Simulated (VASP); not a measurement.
# Nb (Im-3m) in VASP: a series of runs, part 4 of 4

VASP 6.6.1. The steps go on from the part before.

## 5. Single point, PBE

INCAR reads:

```
SYSTEM = Nb
PREC     = Accurate       ! precision mode
ENCUT    = 500            ! plane-wave cutoff, eV
EDIFF    = 1E-6           ! SCF threshold, eV
ISMEAR   = -1             ! smearing method
SIGMA    = 0.06           ! smearing width, eV
LREAL    = .False.        ! projectors in reciprocal space
LASPH    = .True.         ! aspherical terms in the spheres
NELM     = 120            ! most SCF steps
ALGO     = Normal         ! electronic algorithm
ISIF     = 2              ! what is computed and relaxed
LWAVE    = .False.        ! write WAVECAR
LCHARG   = .False.        ! write CHGCAR
GGA      = PE             ! functional
NBANDS   = 12             ! bands
GGA_COMPAT= .False.
```

KPOINTS reads:

```
regular mesh
0
Gamma
  6 6 6
  0 0 0
```

POSCAR reads:

```
Nb
1.0
   -1.6639500000      1.6639500000      1.6639500000
    1.6639500000     -1.6639500000      1.6639500000
    1.6639500000      1.6639500000     -1.6639500000
Nb
1
Direct
    0.0000000000      0.0000000000      0.0000000000
```

Potentials or basis: VASP PAW PBE potentials, release 64 (Nb_sv).

The run is started by

```console
cat potpaw_PBE.64/Nb_sv/POTCAR > POTCAR
mpirun -np 1 vasp_std > vasp.out
```

OUTCAR:

```text
SYSTEM = Nb
   PREC = Accurate
   ENCUT = 500
   EDIFF = 1E-6
   ISMEAR = -1
   LREAL = .False.
   LASPH = .True.
   NELM = 120
   ISIF = 2
   GGA = PE

 ion  position               nearest neighbor table
   1  0.000  0.000  0.000-

  LATTYP: Found a body centered cubic cell.
 ALAT       =     3.3279000000

  Lattice vectors:

 A1 = (  -1.6639500000,   1.6639500000,   1.6639500000)
 A2 = (   1.6639500000,  -1.6639500000,   1.6639500000)
 A3 = (   1.6639500000,   1.6639500000,  -1.6639500000)

Analysis of symmetry for initial positions (statically):
=====================================================================
 Subroutine PRICEL returns:
 Original cell was already a primitive cell.

 Routine SETGRP: Setting up the symmetry group for a
 body centered cubic supercell.

 Subroutine GETGRP returns: Found 48 space group operations
 (whereof 48 operations were pure point group operations)
 out of a pool of 48 trial point group operations.

The static configuration has the point symmetry O_h .

Analysis of symmetry for dynamics (positions and initial velocities):
=====================================================================
 Subroutine PRICEL returns:
 Original cell was already a primitive cell.

 Routine SETGRP: Setting up the symmetry group for a
 body centered cubic supercell.

 Subroutine GETGRP returns: Found 48 space group operations
 (whereof 48 operations were pure point group operations)
 out of a pool of 48 trial point group operations.

The dynamic configuration has the point symmetry O_h .

 Subroutine INISYM returns: Found 48 space group operations
 (whereof 48 operations are pure point group operations),
 and found     1 'primitive' translations

----------------------------------------------------------------------------------------

                                     Primitive cell

  volume of cell :      18.4281

  direct lattice vectors                    reciprocal lattice vectors
    -1.663950000  1.663950000  1.663950000     0.000000000  0.300489798  0.300489798
     1.663950000 -1.663950000  1.663950000     0.300489798  0.000000000  0.300489798
     1.663950000  1.663950000 -1.663950000     0.300489798  0.300489798  0.000000000

  length of vectors
     2.882045941  2.882045941  2.882045941     0.424956748  0.424956748  0.424956748

  position of ions in fractional coordinates (direct lattice)
     0.000000000  0.000000000  0.000000000

  ion indices of the primitive-cell ions
   primitive index   ion index
                 1           1

----------------------------------------------------------------------------------------

 KPOINTS: regular mesh

Automatic generation of k-mesh.
 Grid dimensions read from file:
 generate k-points for:    6    6    6

 Generating k-lattice:

  Cartesian coordinates                     Fractional coordinates (reciprocal lattice)
     0.000000000  0.050081633  0.050081633     0.166666667  0.000000000  0.000000000
     0.050081633  0.000000000  0.050081633     0.000000000  0.166666667  0.000000000
     0.050081633  0.050081633  0.000000000     0.000000000  0.000000000  0.166666667

  Length of vectors
     0.070826125  0.070826125  0.070826125

  Shift w.r.t. Gamma in fractional coordinates (k-lattice)
     0.000000000  0.000000000  0.000000000

 Subroutine IBZKPT returns following result:
 ===========================================

 Found     16 irreducible k-points:

 Following reciprocal coordinates:
            Coordinates               Weight
  0.000000  0.000000  0.000000      1.000000
  0.166667  0.000000  0.000000     12.000000
  0.333333  0.000000  0.000000     12.000000
  0.500000  0.000000  0.000000      6.000000
  0.166667  0.166667  0.000000     24.000000
  0.333333  0.166667  0.000000     48.000000
[... 8 lines left out ...]
  0.500000  0.500000  0.333333     12.000000
  0.500000  0.500000  0.500000      1.000000
   k-points           NKPTS =     16   k-points in BZ     NKDIM =     16   number of bands    NBANDS=     12
   number of dos      NEDOS =    301   number of ions     NIONS =      1
   total plane-waves  NPLWV =  13824
   dimension x,y,z NGX =    24 NGY =   24 NGZ =   24
   dimension x,y,z NGXF=    48 NGYF=   48 NGZF=   48
   ions per type =               1
   NGX,Y,Z   is equivalent  to a cutoff of  13.84, 13.84, 13.84 a.u.
   NGXF,Y,Z  is equivalent  to a cutoff of  27.69, 27.69, 27.69 a.u.
 SYSTEM =  Nb
   PREC   = accura    normal or accurate (medium, high low for compatibility)
   ISTART =      0    job   : 0-new  1-cont  2-samecut
   ICHARG =      2    charge: 1-file 2-atom 10-const
   ISPIN  =      1    spin polarized calculation?
   LNONCOLLINEAR =      F non collinear calculations
   LSORBIT =      F    spin-orbit coupling
   LASPH  =      T    aspherical Exc in radial PAW
   ENCUT  =  500.0 eV  36.75 Ry    6.06 a.u.   5.25  5.25  5.25*2*pi/ulx,y,z
   NELM   =    120;   NELMIN=  2; NELMDL= -5     # of ELM steps
   EDIFF  = 0.1E-05   stopping-criterion for ELM
   LREAL  =      F    real-space projection
   EDIFFG = 0.1E-04   stopping-criterion for IOM
   NSW    =      0    number of steps for IOM
   IBRION =     -1    ionic relax: 0-MD 1-quasi-New 2-CG
   NFREE  =      0    steps in history (QN), initial steepest desc. (CG)
   ISIF   =      2    stress and relaxation
   ISYM   =      2    0-nonsym 1-usesym 2-fastsym
   POTIM  = 0.5000    time-step for ionic-motion
   TEBEG  =    0.0;   TEEND  =   0.0 temperature during run
   PSTRESS=    0.0 pullay stress
   NELECT =      13.0000    total number of electrons
   NUPDOWN=      -1.0000    fix difference up-down
   EMIN   =  10.00;   EMAX   =-10.00  energy-range for DOS
   EFERMI =   0.00;   METHOD = LEGACY
   ISMEAR =    -1;   SIGMA  =   0.06  broadening in eV -4-tet -1-fermi 0-gaus
   EFERMI_NEDOS =   21; number of points for ismear=-14 and -15
   IALGO  =     38    algorithm
   IMIX   =      4    mixing-type and parameters
     AMIX     =   0.40;   BMIX     =  1.00
     AMIX_MAG =   1.60;   BMIX_MAG =  1.00
  volume/ion in A,a.u.               =      18.43       124.36
  Fermi-wavevector in a.u.,A,eV,Ry     =   1.457345  2.753983 28.896790  2.123854
  Thomas-Fermi vector in A             =   2.574157
   LORBIT       =      0    0 simple, 1 ext, 2 COOP (PROOUT), +10 PAW based schemes
   GGA     = PE    functional components
   LHFCALC =     F    Hartree Fock is set to
   AEXX    =    0.0000 exact exchange contribution
   IVDW    =     0    specifies the selected vdW correction
   LEPSILON=     F    determine dielectric tensor
   LRPA    =     F    only Hartree local field effects (RPA)
 non-spin polarized calculation
  energy-cutoff  :      500.00
  volume of cell :       18.43
 maximum number of plane-waves:       476
 NGX is ok and might be reduce to    24
   NGX = 11   NGY = 11   NGZ = 11

 number of electron      12.9999999 magnetization

 Free energy of the ion-electron system (eV)
  ---------------------------------------------------
  ext. energy  EPLUGINS =         0.00000000
  ---------------------------------------------------
  free energy    TOTEN  =       -10.20066979 eV

  energy without entropy =      -10.18703503  energy(sigma->0) =      -10.19385241

 E-fermi :  10.9627     XC(G=0): -12.3689

 val. band max:       10.8071729033   @ k =   0.3333   0.1667   0.1667
 cond. band min:      11.0269841021   @ k =   0.1667   0.0000   0.0000
 fundamental gap:      0.2198111988
 Fermi energy:        10.9627185499

 k-point     1 :       0.0000    0.0000    0.0000
  band No.  band energies     occupation
      1     -43.4424      2.00000
      2     -18.7931      2.00000
      3     -18.7931      2.00000
      4     -18.7931      2.00000
      5       4.9702      2.00000
      6      11.2878      0.00883
      7      11.2878      0.00883
      8      11.2878      0.00883
      9      14.1203      0.00000
     10      14.1203      0.00000
     11      25.0193      0.00000
     12      25.0193      0.00000
[... 211 lines left out ...]
 k-point    16 :       0.5000    0.5000    0.5000
  band No.  band energies     occupation
      1     -43.0597      2.00000
      2     -19.6635      2.00000
      3     -19.6635      2.00000
      4     -19.6635      2.00000
      5       7.2969      2.00000
      6       7.2969      2.00000
      7      16.3798      0.00000
      8      16.3798      0.00000
      9      16.3798      0.00000
     10      19.7604      0.00000
     11      19.7604      0.00000
     12      19.7604      0.00000

------------------------ aborting loop because EDIFF is reached ----------------------------------------

  FORCE on cell =-STRESS in cart. coord.  units (eV):
  Direction    XX          YY          ZZ          XY          YZ          ZX
  --------------------------------------------------------------------------------------
  -------------------------------------------------------------------------------------
  Total       -0.6298055     -0.6298055     -0.6298055     -0.0000000     -0.0000000      0.0000000
  in kB      -54.7565652    -54.7565652    -54.7565652     -0.0000000     -0.0000000      0.0000000
  external PRESSURE =     -54.7565652 kB  Pullay stress =       0.0000000 kB

 VOLUME and BASIS-vectors are now :
 -----------------------------------------------------------------------------
  energy-cutoff  :      500.00
  volume of cell :       18.43
      direct lattice vectors                 reciprocal lattice vectors
    -1.663950000  1.663950000  1.663950000     0.000000000  0.300489798  0.300489798
     1.663950000 -1.663950000  1.663950000     0.300489798  0.000000000  0.300489798
     1.663950000  1.663950000 -1.663950000     0.300489798  0.300489798  0.000000000

 POSITION                                       TOTAL-FORCE (eV/Angst)
 -----------------------------------------------------------------------------------
      0.00000      0.00000      0.00000         0.000000      0.000000     -0.000000
 -----------------------------------------------------------------------------------
    total drift:                                0.000000     -0.000000     -0.000000

  FREE ENERGIE OF THE ION-ELECTRON SYSTEM (eV)
  ---------------------------------------------------
  free  energy   TOTEN  =       -10.2006697906 eV

  energy  without entropy=      -10.1870350272  energy(sigma->0) =      -10.19385241
```

It took 9.4 s on 1 thread of AMD EPYC 7R13, shared host; peak memory 0.11 GiB.

What came out:

```
Free energy : -10.2007 eV
Pressure    : -5.5 GPa
```

Caveat: the k points lie up to 0.45 Å⁻¹ apart.

## 6. Single point, PBE+D3(BJ)

This run uses another cell than the first one, of 17.50 Å³/atom, 0.950 times its volume.

INCAR reads:

```
SYSTEM = Nb
ALGO     = Normal         ! electronic algorithm
EDIFF    = 1E-6           ! SCF threshold, eV
ENCUT    = 500            ! plane-wave cutoff, eV
GGA      = PE             ! functional
GGA_COMPAT= .FALSE.      
ISIF     = 2              ! what is computed and relaxed
ISMEAR   = -1             ! smearing method
IVDW     = 12             ! dispersion correction
LASPH    = .TRUE.         ! aspherical terms in the spheres
LCHARG   = .FALSE.        ! write CHGCAR
LREAL    = .FALSE.        ! projectors in reciprocal space
LWAVE    = .FALSE.        ! write WAVECAR
NBANDS   = 12             ! bands
NELM     = 120            ! most SCF steps
PREC     = Accurate       ! precision mode
SIGMA    = 0.05           ! smearing width, eV
```

KPOINTS reads:

```
k-points
0
G
  11 11 11
  0 0 0
```

POSCAR reads:

```
Nb
1.0
   -1.6355205702      1.6355205702      1.6355205702
    1.6355205702     -1.6355205702      1.6355205702
    1.6355205702      1.6355205702     -1.6355205702
Nb
1
Direct
    0.0000000000      0.0000000000      0.0000000000
```

Potentials or basis: VASP PAW PBE potentials, release 64 (Nb_sv).

The run is started by

```console
cat potpaw_PBE.64/Nb_sv/POTCAR > POTCAR
mpirun -np 1 vasp_std > vasp.out
```

Wall time 29 s (1 thread of AMD EPYC 7R13, shared host); peak memory 0.12 GiB.

It converged, with:

```yaml
Free_energy: -10.9588 eV
Pressure: -0.4 GPa
Dispersion_energy_per_atom: -0.758 eV
```

Levels at points of the mesh, in eV from the Fermi level:
```tsv
k point	band 4	band 5	band 6	band 7	band 8	band 9
(0.00, 0.00, 0.00)	-29.53	-5.95	0.40	0.40	0.40	3.40
```

Caveat: pairwise dispersion overbinds metals, which lowers pressure and volume.

## 7. The runs side by side

```tsv
task	level	potentials or basis	cell	k mesh	smearing	gap on the mesh (eV)	pressure (GPa)
single point	PBE	VASP PAW PBE potentials, release 64 (Nb_sv)	a = 2.882 Å, angles 109.5°, 1 atom	11 × 11 × 11	gaussian 0.022 eV	none	-2.1
single point	PBE	VASP PAW PBE potentials, release 64 (Nb_sv)	a = 2.882 Å, angles 109.5°, 1 atom	11 × 11 × 11	gaussian 0.024 eV	none	-2.1
relaxation of cell and atoms	LDA	VASP PAW LDA potentials, release 64 (Nb_sv)	relaxed from a = 2.882 Å, angles 109.5°, 1 atom	11 × 11 × 11	fermi-dirac 0.05 eV	none	-0.1
single point	PBE	VASP PAW PBE potentials, release 64 (Nb_sv)	a = 2.882 Å, angles 109.5°, 1 atom	6 × 6 × 6	fermi-dirac 0.06 eV	none	-5.5
single point	PBE+D3(BJ)	VASP PAW PBE potentials, release 64 (Nb_sv)	a = 2.833 Å, angles 109.5°, 1 atom	11 × 11 × 11	fermi-dirac 0.05 eV	none	-0.4
```

Alike in all rows: no spin polarisation; cutoff (eV) 500.

Caveats: some runs use coarse meshes; pairwise dispersion overbinds metals, which lowers pressure and volume (some runs).

Total energies depend on the potentials used, so only differences within one code and one set of settings carry meaning.
